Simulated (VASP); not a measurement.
Input of a VASP 6.6.1 run:

File INCAR:

```
SYSTEM = Al
PREC = Accurate ; ENCUT = 520
EDIFF = 1E-6 ; ISMEAR = 0
SIGMA = 0.15 ; LREAL = .FALSE.
LASPH = .TRUE. ; NELM = 80
ALGO = Fast ; ISIF = 2
LWAVE = .FALSE. ; LCHARG = .TRUE.
GGA = PS ; LELF = .TRUE.
LVHAR = .TRUE. ; NBANDS = 8
```

KPOINTS

```
regular mesh
0
G
  20 20 20
  0 0 0
```

Contents of POSCAR:

```
Al
1.0
    0.0126498750      2.0239800000      2.0239800000
    2.0239800000      0.0126498750      2.0239800000
    2.0366298750      2.0366298750      0.0000000000
Al
1
Direct
    0.0000000000      0.0000000000      0.0000000000
```

Potentials or basis: VASP PAW PBE potentials, release 64 (Al).

Run with:

```sh
$ cat potpaw_PBE.64/Al/POTCAR > POTCAR
$ mpirun -np 1 vasp_std > vasp.out
```

Predict the band gap on the k mesh.

zero (an odd number of electrons rules out a gap without spin polarisation).

Predict the pressure.

-1.8 GPa.

Stress tensor (GPa, compression positive):
```
-1.79 -0.39  0.00
-0.39 -1.79  0.00
 0.00  0.00 -1.96
```

Caveat: the cell differs from its parent crystal (strain +0.0125 x Voigt [0, 0, 0, 0, 0, 1]); the PAW data sets were made with another functional, which shifts forces and pressure a little.
